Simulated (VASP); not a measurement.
# AgCl (Fm-3m) in VASP: relaxation of cell and atoms with PBEsol

Aim: the relaxation of cell and atoms of AgCl with PBEsol.

All numbers are computed with VASP 6.6.1; they aren't measurements. Logs are shortened: lines on timing, memory, paths and dates and some standing lists are left out, and cuts for length are marked.

**1. The cell of the first run**

The structure is cubic, space group Fm-3m (No. 225). Conventional cell: a = 5.470 Å, b = 5.470 Å, c = 5.470 Å, α = 90.00°, β = 90.00°, γ = 90.00°. Ag (site symmetry m-3m) has 6 Cl at 2.73 Å within 3.6 Å. Cl (site symmetry m-3m) has 6 Ag at 2.73 Å within 3.6 Å.

**2. Relaxation of cell and atoms, PBEsol, target pressure 30 GPa, at which the enthalpy is minimised**

File INCAR:

```
PREC = Accurate
ENCUT = 600
EDIFF = 1E-7
ISMEAR = -1
SIGMA = 0.05
LREAL = False
LASPH = True
NELM = 100
ALGO = Normal
ISIF = 3
LWAVE = False
LCHARG = False
GGA = PS
IBRION = 2
NSW = 80
EDIFFG = -0.005
PSTRESS = 300.0
```

File KPOINTS:

```
Automatic mesh
0
Gamma
  8 8 8
```

File POSCAR:

```
AgCl
1.0
    0.0000000000      2.7350000000      2.7350000000
    2.7350000000      0.0000000000      2.7350000000
    2.7350000000      2.7350000000      0.0000000000
Ag Cl
1 1
Direct
    0.0000000000      0.0000000000      0.0000000000
    0.5000000000      0.5000000000      0.5000000000
```

Potentials or basis: VASP PAW PBE potentials, release 64 (Ag, Cl).

Launch:

```bash
$ cat potpaw_PBE.64/Ag/POTCAR potpaw_PBE.64/Cl/POTCAR > POTCAR
$ mpirun -np 1 vasp_std > vasp.out
```

OUTCAR:

```text
PREC = Accurate
   ENCUT = 600
   EDIFF = 1E-7
   ISMEAR = -1
   LREAL = False
   LASPH = True
   NELM = 100
   ISIF = 3
   GGA = PS
   IBRION = 2
   NSW = 80
   EDIFFG = -0.005
   PSTRESS = 300.0

 ion  position               nearest neighbor table
   1  0.000  0.000  0.000-   2 2.73   2 2.73   2 2.73   2 2.73   2 2.73   2 2.73
   2  0.500  0.500  0.500-   1 2.73   1 2.73   1 2.73   1 2.73   1 2.73   1 2.73

  LATTYP: Found a face centered cubic cell.
 ALAT       =     5.4700000000

  Lattice vectors:

 A1 = (   0.0000000000,   2.7350000000,   2.7350000000)
 A2 = (   2.7350000000,   0.0000000000,   2.7350000000)
 A3 = (   2.7350000000,   2.7350000000,   0.0000000000)

Analysis of symmetry for initial positions (statically):
=====================================================================
 Subroutine PRICEL returns:
 Original cell was already a primitive cell.

 Routine SETGRP: Setting up the symmetry group for a
 face centered cubic supercell.

 Subroutine GETGRP returns: Found 48 space group operations
 (whereof 48 operations were pure point group operations)
 out of a pool of 48 trial point group operations.

The static configuration has the point symmetry O_h .

Analysis of symmetry for dynamics (positions and initial velocities):
=====================================================================
 Subroutine PRICEL returns:
 Original cell was already a primitive cell.

 Routine SETGRP: Setting up the symmetry group for a
 face centered cubic supercell.

 Subroutine GETGRP returns: Found 48 space group operations
 (whereof 48 operations were pure point group operations)
 out of a pool of 48 trial point group operations.

The dynamic configuration has the point symmetry O_h .

 Subroutine INISYM returns: Found 48 space group operations
 (whereof 48 operations are pure point group operations),
 and found     1 'primitive' translations

----------------------------------------------------------------------------------------

                                     Primitive cell

  volume of cell :      40.9168

  direct lattice vectors                    reciprocal lattice vectors
     0.000000000  2.735000000  2.735000000    -0.182815356  0.182815356  0.182815356
     2.735000000  0.000000000  2.735000000     0.182815356 -0.182815356  0.182815356
     2.735000000  2.735000000  0.000000000     0.182815356  0.182815356 -0.182815356

  length of vectors
     3.867874093  3.867874093  3.867874093     0.316645486  0.316645486  0.316645486

  position of ions in fractional coordinates (direct lattice)
     0.000000000  0.000000000  0.000000000
     0.500000000  0.500000000  0.500000000

  ion indices of the primitive-cell ions
   primitive index   ion index
                 1           1
                 2           2

----------------------------------------------------------------------------------------

 KPOINTS: Automatic mesh

Automatic generation of k-mesh.
 Grid dimensions read from file:
 generate k-points for:    8    8    8

 Generating k-lattice:

  Cartesian coordinates                     Fractional coordinates (reciprocal lattice)
    -0.022851920  0.022851920  0.022851920     0.125000000  0.000000000  0.000000000
     0.022851920 -0.022851920  0.022851920     0.000000000  0.125000000  0.000000000
     0.022851920  0.022851920 -0.022851920     0.000000000  0.000000000  0.125000000

  Length of vectors
     0.039580686  0.039580686  0.039580686

  Shift w.r.t. Gamma in fractional coordinates (k-lattice)
     0.000000000  0.000000000  0.000000000

 Subroutine IBZKPT returns following result:
 ===========================================

 Found     29 irreducible k-points:

 Following reciprocal coordinates:
            Coordinates               Weight
  0.000000  0.000000  0.000000      1.000000
  0.125000  0.000000  0.000000      8.000000
  0.250000  0.000000  0.000000      8.000000
  0.375000  0.000000  0.000000      8.000000
  0.500000  0.000000  0.000000      4.000000
  0.125000  0.125000  0.000000      6.000000
[... 16 lines left out ...]
  0.500000  0.250000  0.125000     48.000000
 -0.375000  0.250000  0.125000     24.000000
 [... further k-points ...]
   k-points           NKPTS =     29   k-points in BZ     NKDIM =     29   number of bands    NBANDS=     13
   number of dos      NEDOS =    301   number of ions     NIONS =      2
   total plane-waves  NPLWV =  32768
   dimension x,y,z NGX =    32 NGY =   32 NGZ =   32
   dimension x,y,z NGXF=    64 NGYF=   64 NGZF=   64
   ions per type =               1   1
   NGX,Y,Z   is equivalent  to a cutoff of  13.75, 13.75, 13.75 a.u.
   NGXF,Y,Z  is equivalent  to a cutoff of  27.51, 27.51, 27.51 a.u.
 SYSTEM =  unknown system
   PREC   = accura    normal or accurate (medium, high low for compatibility)
   ISTART =      0    job   : 0-new  1-cont  2-samecut
   ICHARG =      2    charge: 1-file 2-atom 10-const
   ISPIN  =      1    spin polarized calculation?
   LNONCOLLINEAR =      F non collinear calculations
   LSORBIT =      F    spin-orbit coupling
   LASPH  =      T    aspherical Exc in radial PAW
   ENCUT  =  600.0 eV  44.10 Ry    6.64 a.u.   7.73  7.73  7.73*2*pi/ulx,y,z
   NELM   =    100;   NELMIN=  2; NELMDL= -5     # of ELM steps
   EDIFF  = 0.1E-06   stopping-criterion for ELM
   LREAL  =      F    real-space projection
   EDIFFG = -.5E-02   stopping-criterion for IOM
   NSW    =     80    number of steps for IOM
   IBRION =      2    ionic relax: 0-MD 1-quasi-New 2-CG
   NFREE  =      1    steps in history (QN), initial steepest desc. (CG)
   ISIF   =      3    stress and relaxation
   ISYM   =      2    0-nonsym 1-usesym 2-fastsym
   POTIM  = 0.5000    time-step for ionic-motion
   TEBEG  =    0.0;   TEEND  =   0.0 temperature during run
   PSTRESS=  300.0 pullay stress
   NELECT =      18.0000    total number of electrons
   NUPDOWN=      -1.0000    fix difference up-down
   EMIN   =  10.00;   EMAX   =-10.00  energy-range for DOS
   EFERMI =   0.00;   METHOD = LEGACY
   ISMEAR =    -1;   SIGMA  =   0.05  broadening in eV -4-tet -1-fermi 0-gaus
   EFERMI_NEDOS =   21; number of points for ismear=-14 and -15
   IALGO  =     38    algorithm
   IMIX   =      4    mixing-type and parameters
     AMIX     =   0.40;   BMIX     =  1.00
     AMIX_MAG =   1.60;   BMIX_MAG =  1.00
  volume/ion in A,a.u.               =      20.46       138.06
  Fermi-wavevector in a.u.,A,eV,Ry     =   1.245083  2.352866 21.092186  1.550232
  Thomas-Fermi vector in A             =   2.379321
   LORBIT       =      0    0 simple, 1 ext, 2 COOP (PROOUT), +10 PAW based schemes
   GGA     = PS    functional components
   LHFCALC =     F    Hartree Fock is set to
   AEXX    =    0.0000 exact exchange contribution
   IVDW    =     0    specifies the selected vdW correction
   LEPSILON=     F    determine dielectric tensor
   LRPA    =     F    only Hartree local field effects (RPA)
 conjugate gradient relaxation of ions
 non-spin polarized calculation
  energy-cutoff  :      600.00
  volume of cell :       40.92
 maximum number of plane-waves:      1384
   NGX = 15   NGY = 15   NGZ = 15

--------------------------------------- Ionic step        1  -------------------------------------------

 number of electron      17.9999998 magnetization

 Free energy of the ion-electron system (eV)
  ---------------------------------------------------
  ext. energy  EPLUGINS =         0.00000000
  ---------------------------------------------------
  free energy    TOTEN  =        -6.06023434 eV

  energy without entropy =       -6.06022324  energy(sigma->0) =       -6.06022879

------------------------ aborting loop because EDIFF is reached ----------------------------------------

  FORCE on cell =-STRESS in cart. coord.  units (eV):
  Direction    XX          YY          ZZ          XY          YZ          ZX
  --------------------------------------------------------------------------------------
  -------------------------------------------------------------------------------------
  Total       -0.1898702     -0.1898702     -0.1898702      0.0000000      0.0000000      0.0000000
  in kB       -7.4347331     -7.4347331     -7.4347331      0.0000000      0.0000000      0.0000000
  external PRESSURE =    -307.4347331 kB  Pullay stress =     300.0000000 kB
[... 23 lines left out ...]
  enthalpy is  TOTEN    =         1.6012454415 eV   P V=        7.6614797845

--------------------------------------- Ionic step        2  -------------------------------------------

 number of electron      18.0000001 magnetization

 E-fermi :  16.4881     XC(G=0): -14.0510

 val. band max:       16.2378160674   @ k =   0.5000   0.0000   0.0000
 cond. band min:      16.6864688301   @ k =   0.5000   0.5000   0.0000
 fundamental gap:      0.4486527627
 Fermi energy:        16.4881291791

 k-point     1 :       0.0000    0.0000    0.0000
  band No.  band energies     occupation
      1      -6.1426      2.00000
      2       8.2386      2.00000
      3       8.2386      2.00000
      4       8.2386      2.00000
      5       8.4192      2.00000
      6       8.4192      2.00000
      7      10.1396      2.00000
      8      10.1396      2.00000
      9      10.1396      2.00000
     10      18.2698      0.00000
     11      25.2547      0.00000
     12      26.4549      0.00000
     13      26.4549      0.00000
[... 479 lines left out ...]
  enthalpy is  TOTEN    =         0.4155289302 eV   P V=        5.8593874394

--------------------------------------- Ionic step        5  -------------------------------------------

 number of electron      17.9999999 magnetization

 Free energy of the ion-electron system (eV)
  ---------------------------------------------------
  ext. energy  EPLUGINS =         0.00000000
  ---------------------------------------------------
  free energy    TOTEN  =        -5.39286489 eV

  energy without entropy =       -5.39286353  energy(sigma->0) =       -5.39286421

 E-fermi :   9.0822     XC(G=0): -11.9547

 val. band max:        8.5514129171   @ k =   0.5000   0.0000   0.0000
 cond. band min:       9.4834864191   @ k =   0.0000   0.0000   0.0000
 fundamental gap:      0.9320735020
 Fermi energy:         9.0821898519

 k-point     1 :       0.0000    0.0000    0.0000
  band No.  band energies     occupation
      1      -9.2589      2.00000
      2       4.2335      2.00000
      3       4.2335      2.00000
      4       4.2335      2.00000
      5       4.3080      2.00000
      6       4.3080      2.00000
      7       4.7226      2.00000
      8       4.7226      2.00000
      9       4.7226      2.00000
     10       9.4835      0.00065
     11      19.1271      0.00000
     12      19.1271      0.00000
     13      19.1271      0.00000
[... 397 lines left out ...]
  FREE ENERGIE OF THE ION-ELECTRON SYSTEM (eV)
  ---------------------------------------------------
  free  energy   TOTEN  =        -5.3928648907 eV

  energy  without entropy=       -5.3928635279  energy(sigma->0) =       -5.39286421

  enthalpy is  TOTEN    =         0.4140751178 eV   P V=        5.8069400085

 reached required accuracy - stopping structural energy minimisation
```

Wall time 98 s (1 thread of Intel Xeon 8259CL, shared host); peak memory 0.2 GiB.

What came out:

```
Free energy                                                : -5.3929 eV
Relaxed volume                                             : 15.51 Å³/atom
Relaxed cell                                               : a = 3.527 Å, b = 3.527 Å, c = 3.527 Å, α = 60.00°, β = 60.00°, γ = 60.00°
Space group after relaxing (to 0.1 Å)                      : Fm-3m (No. 225)
Energy change on relaxing (the run minimises the enthalpy) : +333.7 meV/atom
Ionic steps                                                : 5
Pressure after relaxing                                    : 30.0 GPa
Band gap on the k mesh                                     : 0.93 eV (least direct gap 2.91 eV)
```

Step by step:
| step | energy change (eV) | largest force (eV/Å) | pressure (GPa) | volume (Å³) |
| --- | --- | --- | --- | --- |
| 1 | 0.0000 | 0.0000 | -0.74 | 40.92 |
| 2 | 5.3967 | 0.0000 | 172.43 | 21.79 |
| 3 | 0.5348 | 0.0000 | 25.57 | 31.78 |
| 4 | 0.6164 | 0.0000 | 28.33 | 31.29 |
| 5 | 0.6674 | 0.0000 | 30.02 | 31.01 |

Final structure:
```yaml
crystal:
  lattice:
    - [0.00000, 2.49365, 2.49365]
    - [2.49365, 0.00000, 2.49365]
    - [2.49365, 2.49365, 0.00000]
  atoms:
    - { symbol: Ag, position: [0.00000, 0.00000, 0.00000] }
    - { symbol: Cl, position: [0.50000, 0.50000, 0.50000] }
```

Caveat: the cell is relaxed towards a set pressure, so the run minimises the enthalpy, not the energy; the volume moved by over 15 % at a fixed basis, so the end points are rough; the PAW data sets were made with another functional, which shifts forces and pressure a little.
